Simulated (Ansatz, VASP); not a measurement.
**NaCl in VASP and in Ansatz**

```xyz
2
Lattice="3.5022 0.0000 0.0000 0.0000 3.5022 0.0000 0.0000 0.0000 3.5022" Properties=species:S:1:pos:R:3 pbc="T T T"
Cl    1.7511    1.7511    1.7511
Na    0.0000    0.0000    0.0000
```

Alike in both runs: task single point; functional PBE-based screened hybrid with a share of 0.05 of exact exchange and HFSCREEN = 0.2; k mesh 4 × 4 × 4; occupations fermi-dirac, width 0.05 eV; no spin polarisation.

|  | VASP | Ansatz |
| --- | --- | --- |
| version | VASP 6.6.1 | Ansatz 0.2.0 |
| potentials or method | VASP PAW PBE potentials, release 64 (Cl, Na_pv) | Ansatz PAW |
| plane-wave cutoff (eV) | 520 | 420 |
| valence electrons in the cell | 14 | 16 |

VASP gave:

| Quantity | Value |
| --- | --- |
| gap on the k mesh at the Fermi level (eV) | 4.24 |
| least direct gap on the mesh (eV) | 4.73 |
| pressure (GPa) | 0.1 |

Task: Estimate Ansatz's values.

Result: gap on the k mesh at the Fermi level (eV): 4.24; least direct gap on the mesh (eV): 4.74; pressure (GPa): 0.1.

VASP's potentials were made for PBE, not for PBE-based screened hybrid. VASP's potentials hold 14 valence electrons a cell and Ansatz's 16, so a difference there can come from the potentials and not from the codes.

The k mesh is coarse, so the values compare programs but aren't converged.
